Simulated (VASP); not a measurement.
# Rh in VASP: notebook

Runs on Rh. Level: r2SCAN. Tasks: single point.

Everything below comes from runs of VASP 6.6.1. Logs are shortened: lines on timing, memory, paths and dates and some standing lists are left out, and cuts for length are marked.

## (1) The cell of the first run

The structure is tetragonal, space group I4/mmm (No. 139). The conventional cell has a = 2.622 Å, b = 2.622 Å, c = 3.898 Å, α = 90.00°, β = 90.00°, γ = 90.00°. Within 3.5 Å of Rh (site symmetry 4/mmm) lie 12 Rh at 2.62 to 2.69 Å.

## (2) Single point, r2SCAN (strain -0.025 along x and y, +0.025 along z)

File POSCAR:

```
Rh
1.0
    0.0000000000      1.8540112500      1.9490887500
    1.8540112500      0.0000000000      1.9490887500
    1.8540112500      1.8540112500      0.0000000000
Rh
1
Direct
    0.0000000000      0.0000000000      0.0000000000
```

File INCAR.step1:

```
SYSTEM = Rh
  ALGO = Normal
  EDIFF = 1E-4
  ENCUT = 520
  GGA = PE
  ISMEAR = 0
  LASPH = .True.
  LCHARG = .False.
  LREAL = .False.
  LWAVE = .True.
  NBANDS = 14
  NELM = 80
  PREC = Accurate
  SIGMA = 0.15
```

File INCAR.step2:

```
SYSTEM = Rh
  ALGO = Normal
  EDIFF = 1E-7
  ENCUT = 520
  ISIF = 2
  ISMEAR = 0
  ISTART = 1
  LASPH = .True.
  LCHARG = .False.
  LMIXTAU = .True.
  LREAL = .False.
  LWAVE = .False.
  METAGGA = R2SCAN
  NBANDS = 14
  NELM = 80
  PREC = Accurate
  SIGMA = 0.15
```

File KPOINTS:

```
k-points
0
Gamma
  22 22 22
  0 0 0
```

Potentials or basis: VASP PAW PBE potentials, release 64 (Rh_pv).

On the command line:

```console
cat potpaw_PBE.64/Rh_pv/POTCAR > POTCAR
cp INCAR.step1 INCAR
mpirun -np 1 vasp_std > vasp.out
cp INCAR.step2 INCAR
mpirun -np 1 vasp_std > vasp.out
```

OUTCAR:

```text
SYSTEM = Rh
   EDIFF = 1E-7
   ENCUT = 520
   ISIF = 2
   ISMEAR = 0
   ISTART = 1
   LASPH = .True.
   LREAL = .False.
   METAGGA = R2SCAN
   NELM = 80
   PREC = Accurate

 ion  position               nearest neighbor table
   1  0.000  0.000  0.000-

  LATTYP: Found a body centered tetragonal cell.
 ALAT       =     2.6219678545
 C/A-ratio  =     1.4867373348

  Lattice vectors:

 A1 = (  -1.8540112500,   0.0000000000,   1.9490887500)
 A2 = (   1.8540112500,   0.0000000000,   1.9490887500)
 A3 = (   0.0000000000,   1.8540112500,  -1.9490887500)

Analysis of symmetry for initial positions (statically):
=====================================================================
 Subroutine PRICEL returns:
 Original cell was already a primitive cell.

 Routine SETGRP: Setting up the symmetry group for a
 body centered tetragonal supercell.

 Subroutine GETGRP returns: Found 16 space group operations
 (whereof 16 operations were pure point group operations)
 out of a pool of 16 trial point group operations.

The static configuration has the point symmetry D_4h.

Analysis of symmetry for dynamics (positions and initial velocities):
=====================================================================
 Subroutine PRICEL returns:
 Original cell was already a primitive cell.

 Routine SETGRP: Setting up the symmetry group for a
 body centered tetragonal supercell.

 Subroutine GETGRP returns: Found 16 space group operations
 (whereof 16 operations were pure point group operations)
 out of a pool of 16 trial point group operations.

The dynamic configuration has the point symmetry D_4h.

 Subroutine INISYM returns: Found 16 space group operations
 (whereof 16 operations are pure point group operations),
 and found     1 'primitive' translations

----------------------------------------------------------------------------------------

                                     Primitive cell

  volume of cell :      13.3994

  direct lattice vectors                    reciprocal lattice vectors
     0.000000000  1.854011250  1.949088750    -0.269685526  0.269685526  0.256530135
     1.854011250  0.000000000  1.949088750     0.269685526 -0.269685526  0.256530135
     1.854011250  1.854011250  0.000000000     0.269685526  0.269685526 -0.256530135

  length of vectors
     2.690038043  2.690038043  2.621967855     0.459639290  0.459639290  0.459639290
[... 85 lines left out ...]
   ISIF   =      2    stress and relaxation
   ISYM   =      2    0-nonsym 1-usesym 2-fastsym
   POTIM  = 0.5000    time-step for ionic-motion
   TEBEG  =    0.0;   TEEND  =   0.0 temperature during run
   PSTRESS=    0.0 pullay stress
   NELECT =      15.0000    total number of electrons
   NUPDOWN=      -1.0000    fix difference up-down
   EMIN   =  10.00;   EMAX   =-10.00  energy-range for DOS
   EFERMI =   0.00;   METHOD = LEGACY
   ISMEAR =     0;   SIGMA  =   0.15  broadening in eV -4-tet -1-fermi 0-gaus
   EFERMI_NEDOS =   21; number of points for ismear=-14 and -15
   IALGO  =     38    algorithm
   IMIX   =      4    mixing-type and parameters
     AMIX     =   0.40;   BMIX     =  1.00
     AMIX_MAG =   1.60;   BMIX_MAG =  1.00
  volume/ion in A,a.u.               =      13.40        90.42
  Fermi-wavevector in a.u.,A,eV,Ry     =   1.699847  3.212245 39.313754  2.889479
  Thomas-Fermi vector in A             =   2.780090
   LORBIT       =      0    0 simple, 1 ext, 2 COOP (PROOUT), +10 PAW based schemes
   METAGGA = R2SCAN    functional components
   LHFCALC =     F    Hartree Fock is set to
   AEXX    =    0.0000 exact exchange contribution
   IVDW    =     0    specifies the selected vdW correction
   LEPSILON=     F    determine dielectric tensor
   LRPA    =     F    only Hartree local field effects (RPA)
 non-spin polarized calculation
 Gauss-broadening in eV      SIGMA  =   0.15
  energy-cutoff  :      520.00
  volume of cell :       13.40
 maximum number of plane-waves:       373
   NGX =  9   NGY =  9   NGZ =  9

 number of electron      15.0000002 magnetization

 Free energy of the ion-electron system (eV)
  ---------------------------------------------------
  ext. energy  EPLUGINS =         0.00000000
  ---------------------------------------------------
  free energy    TOTEN  =       -24.11588063 eV

  energy without entropy =      -24.10223839  energy(sigma->0) =      -24.10905951

 E-fermi :  12.2050     XC(G=0): -15.3976

 val. band max:       12.2006297114   @ k =   0.5000   0.0000   0.4091
 cond. band min:      12.2050024608   @ k =  -0.3636   0.2727   0.0000
 fundamental gap:      0.0043727494
 Fermi energy:        12.2049536460

 k-point     1 :       0.0000    0.0000    0.0000
  band No.  band energies     occupation
      1     -35.6369      2.00000
      2     -35.6048      2.00000
      3     -35.6048      2.00000
      4       3.8378      2.00000
      5       8.5258      2.00000
      6       9.1266      2.00000
      7       9.1266      2.00000
      8      10.7281      2.00000
      9      11.4478      2.00000
     10      28.9549      0.00000
     11      29.5788      0.00000
     12      33.7526      0.00000
     13      35.3718      0.00000
     14      35.3718      0.00000
[... 377 lines left out ...]
      1     -36.4669      2.00000
      2     -35.7865      2.00000
      3     -35.6921      2.00000
      4       5.7260      2.00000
      5       8.4793      2.00000
      6       9.1471      2.00000
      7      12.0481      1.86092
      8      12.6092      0.00014
      9      13.9500      0.00000
     10      21.7532      0.00000
     11      28.5339      0.00000
     12      29.5791      0.00000
     13      34.1027      0.00000
     14      35.3703      0.00000

 [... further k-points ...]

------------------------ aborting loop because EDIFF is reached ----------------------------------------

  FORCE on cell =-STRESS in cart. coord.  units (eV):
  Direction    XX          YY          ZZ          XY          YZ          ZX
  --------------------------------------------------------------------------------------
  -------------------------------------------------------------------------------------
  Total        1.1239180      1.1239180     -0.0189866      0.0000000      0.0000000     -0.0000000
  in kB      134.3874993    134.3874993     -2.2702378      0.0000000      0.0000000     -0.0000000
  external PRESSURE =      88.8349203 kB  Pullay stress =       0.0000000 kB

 VOLUME and BASIS-vectors are now :
 -----------------------------------------------------------------------------
  energy-cutoff  :      520.00
  volume of cell :       13.40
      direct lattice vectors                 reciprocal lattice vectors
     0.000000000  1.854011250  1.949088750    -0.269685526  0.269685526  0.256530135
     1.854011250  0.000000000  1.949088750     0.269685526 -0.269685526  0.256530135
     1.854011250  1.854011250  0.000000000     0.269685526  0.269685526 -0.256530135

 POSITION                                       TOTAL-FORCE (eV/Angst)
 -----------------------------------------------------------------------------------
      0.00000      0.00000      0.00000         0.000000      0.000000      0.000000
 -----------------------------------------------------------------------------------
    total drift:                                0.000000     -0.000000     -0.000000

  FREE ENERGIE OF THE ION-ELECTRON SYSTEM (eV)
  ---------------------------------------------------
  free  energy   TOTEN  =       -24.1158806262 eV

  energy  without entropy=      -24.1022383855  energy(sigma->0) =      -24.10905951
```

OSZICAR.step1:

```text
N       E                     dE             d eps       ncg     rms          rms(c)
DAV:   1     0.120104058753E+03    0.12010E+03   -0.87598E+03 23462   0.115E+03
DAV:   2    -0.615514369285E+01   -0.12626E+03   -0.12067E+03 25926   0.341E+02
DAV:   3    -0.770360688937E+01   -0.15485E+01   -0.15459E+01 27948   0.416E+01
DAV:   4    -0.770920885495E+01   -0.56020E-02   -0.56018E-02 26550   0.256E+00
DAV:   5    -0.770925734345E+01   -0.48489E-04   -0.48489E-04 27276   0.210E-01    0.109E+01
DAV:   6    -0.724274266253E+01    0.46651E+00   -0.76157E-01 24606   0.121E+01    0.395E+00
DAV:   7    -0.722393294256E+01    0.18810E-01   -0.19917E-02 27360   0.178E+00    0.178E+00
DAV:   8    -0.722046348410E+01    0.34695E-02   -0.35870E-03 24600   0.809E-01    0.235E-01
DAV:   9    -0.722030537326E+01    0.15811E-03   -0.93718E-05 15888   0.137E-01    0.110E-02
DAV:  10    -0.722030670478E+01   -0.13315E-05   -0.55818E-06 11928   0.292E-02
   1 F= -.72203067E+01 E0= -.72131301E+01  d E =-.143532E-01
```

Run time: 4 min. Hardware: 1 thread of Intel Xeon 6975P-C (Granite Rapids), shared host; peak memory 0.24 GiB.

Results:

```yaml
Free_energy: -24.1159 eV
Pressure: 8.9 GPa
```

Stress tensor (GPa, compression positive):
```
13.44  0.00  0.00
 0.00 13.44  0.00
 0.00  0.00 -0.23
```

Levels at points of the mesh, in eV from the Fermi level:
| k point | band 4 | band 5 | band 6 | band 7 | band 8 | band 9 | band 10 | band 11 |
| --- | --- | --- | --- | --- | --- | --- | --- | --- |
| (0.00, 0.00, 0.00) | -8.37 | -3.68 | -3.08 | -3.08 | -1.48 | -0.76 | 16.75 | 17.37 |
| (0.50, 0.00, 0.00) | -6.55 | -3.70 | -3.11 | 0.49 | 0.76 | 0.89 | 9.40 | 16.21 |
| (0.50, 0.50, 0.00) | -6.77 | -6.39 | 0.59 | 1.07 | 1.07 | 2.80 | 12.27 | 14.83 |
| (0.50, 0.00, 0.50) | -6.81 | -6.41 | 0.51 | 0.84 | 1.38 | 3.92 | 13.58 | 13.72 |

Caveat: the cell differs from its parent crystal (strain -0.025 along x and y, +0.025 along z); the PAW data sets were made with another functional, which shifts forces and pressure a little.

## (3) Single point, r2SCAN (strain -0.025 along x and y, +0.050 along z)

File POSCAR:

```
Rh
1.0
    0.0000000000      1.8540112500      1.9966275000
    1.8540112500      0.0000000000      1.9966275000
    1.8540112500      1.8540112500      0.0000000000
Rh
1
Direct
    0.0000000000      0.0000000000      0.0000000000
```

File INCAR.step1:

```
PREC     = Accurate       # precision mode
ENCUT    = 520            # plane-wave cutoff, eV
ISMEAR   = 0              # smearing method
SIGMA    = 0.15           # smearing width, eV
LREAL    = F              # projectors in reciprocal space
LASPH    = T              # aspherical terms in the spheres
NELM     = 100            # most SCF steps
NBANDS   = 14             # bands
GGA      = PE             # functional
ALGO     = Normal         # electronic algorithm
EDIFF    = 1E-4           # SCF threshold, eV
LWAVE    = T              # write WAVECAR
LCHARG   = F              # write CHGCAR
```

File INCAR.step2:

```
PREC     = Accurate       # precision mode
ENCUT    = 520            # plane-wave cutoff, eV
EDIFF    = 1E-6           # SCF threshold, eV
ISMEAR   = 0              # smearing method
SIGMA    = 0.15           # smearing width, eV
LREAL    = F              # projectors in reciprocal space
LASPH    = T              # aspherical terms in the spheres
NELM     = 100            # most SCF steps
ALGO     = Normal         # electronic algorithm
ISIF     = 2              # what is computed and relaxed
LWAVE    = F              # write WAVECAR
LCHARG   = F              # write CHGCAR
METAGGA  = R2SCAN         # meta-GGA
LMIXTAU  = T            
NBANDS   = 14             # bands
ISTART   = 1
```

File KPOINTS:

```
regular mesh
0
Gamma
  22 22 22
```

Potentials or basis: VASP PAW PBE potentials, release 64 (Rh_pv).

On the command line:

```console
cat potpaw_PBE.64/Rh_pv/POTCAR > POTCAR
cp INCAR.step1 INCAR
mpirun -np 1 vasp_std > vasp.out
cp INCAR.step2 INCAR
mpirun -np 1 vasp_std > vasp.out
```

Wall time 3.5 min (1 thread of Intel Xeon 6975P-C (Granite Rapids), shared host); peak memory 0.25 GiB.

It converged, with:

* Free energy: -24.1046 eV
* Pressure: 2.0 GPa

Stress tensor (GPa, compression positive):
```
  8.38   0.00   0.00
  0.00   8.38   0.00
  0.00   0.00 -10.70
```

Levels at points of the mesh, in eV from the Fermi level:
| k point | band 5 | band 6 | band 7 | band 8 | band 9 | band 10 |
| --- | --- | --- | --- | --- | --- | --- |
| (0.00, 0.00, 0.00) | -3.72 | -2.84 | -2.84 | -1.61 | -0.57 | 16.83 |
| (0.50, 0.00, 0.00) | -3.68 | -2.85 | 0.42 | 0.79 | 0.93 | 9.16 |
| (0.50, 0.50, 0.00) | -6.15 | 0.60 | 1.01 | 1.01 | 2.45 | 11.52 |
| (0.50, 0.00, 0.50) | -6.15 | 0.46 | 0.68 | 1.47 | 4.07 | 13.21 |

Caveat: the cell differs from its parent crystal (strain -0.025 along x and y, +0.050 along z); the PAW data sets were made with another functional, which shifts forces and pressure a little.

## (4) Single point, r2SCAN (strain -0.025 along x and y, -0.025 along z)

File POSCAR:

```
Rh
1.0
    0.0000000000      1.8540112500      1.8540112500
    1.8540112500      0.0000000000      1.8540112500
    1.8540112500      1.8540112500      0.0000000000
Rh
1
Direct
    0.0000000000      0.0000000000      0.0000000000
```

File INCAR.step1:

```
  PREC = Accurate
  ENCUT = 580
  ISMEAR = 0
  SIGMA = 0.15
  LREAL = False
  LASPH = True
  NELM = 120
  NBANDS = 14
  GGA = PE
  ALGO = Normal
  EDIFF = 1E-5
  LWAVE = True
  LCHARG = False
  GGA_COMPAT = False
```

File INCAR.step2:

```
  PREC = Accurate
  ENCUT = 580
  EDIFF = 1E-6
  ISMEAR = 0
  SIGMA = 0.15
  LREAL = False
  LASPH = True
  NELM = 120
  ALGO = Normal
  ISIF = 2
  LWAVE = False
  LCHARG = False
  METAGGA = R2SCAN
  LMIXTAU = True
  NBANDS = 14
  ISTART = 1
  GGA_COMPAT = False
```

KPOINTS is that of step 3.

Potentials or basis: VASP PAW PBE potentials, release 64 (Rh_sv_GW).

On the command line:

```console
cat potpaw_PBE.64/Rh_sv_GW/POTCAR > POTCAR
cp INCAR.step1 INCAR
mpirun -np 1 vasp_std > vasp.out
cp INCAR.step2 INCAR
mpirun -np 1 vasp_std > vasp.out
```

Run time: 89 s. Hardware: 1 thread of Intel Xeon 6975P-C (Granite Rapids), shared host; peak memory 0.22 GiB.

Results (log left out):

| Property | Result |
| --- | --- |
| Free energy | -23.2177 eV |
| Pressure | 23.4 GPa |

Levels at points of the mesh, in eV from the Fermi level:
| k point | band 5 | band 6 | band 7 | band 8 | band 9 | band 10 | band 11 | band 12 |
| --- | --- | --- | --- | --- | --- | --- | --- | --- |
| (0.00, 0.00, 0.00) | -8.72 | -3.56 | -3.56 | -3.56 | -1.19 | -1.19 | 16.36 | 22.42 |
| (0.50, 0.00, 0.00) | -7.00 | -3.69 | -3.69 | 0.68 | 0.68 | 0.84 | 9.96 | 16.00 |
| (0.50, 0.50, 0.00) | -7.31 | -6.90 | 0.60 | 1.20 | 1.20 | 3.62 | 13.92 | 14.43 |

Caveat: the cell differs from its parent crystal (strain -0.025 along x and y, -0.025 along z); the PAW data sets were made with another functional, which shifts forces and pressure a little.

## (5) The runs side by side

```csv
potentials or basis,cell,cutoff (eV),second run,gap on the mesh (eV),pressure (GPa)
"VASP PAW PBE potentials, release 64 (Rh_pv)","a = 2.690, b = 2.690, c = 2.622 Å, angles 60.8, 60.8, 58.3°, 1 atom",520,-,none,8.9
"VASP PAW PBE potentials, release 64 (Rh_pv)","a = 2.725, b = 2.725, c = 2.622 Å, angles 61.2, 61.2, 57.5°, 1 atom",520,-,none,2.0
"VASP PAW PBE potentials, release 64 (Rh_sv_GW)","a = 2.622 Å, angles 60.0°, 1 atom",580,valence_matched,none,23.4
```

Alike in all rows: task single point; level r2SCAN; no spin polarisation; k mesh 22 × 22 × 22; smearing gaussian 0.15 eV.

Caveats: the PAW data sets were made with another functional, which shifts forces and pressure a little.

Total energies depend on the potentials used, so only differences within one code and one set of settings carry meaning.
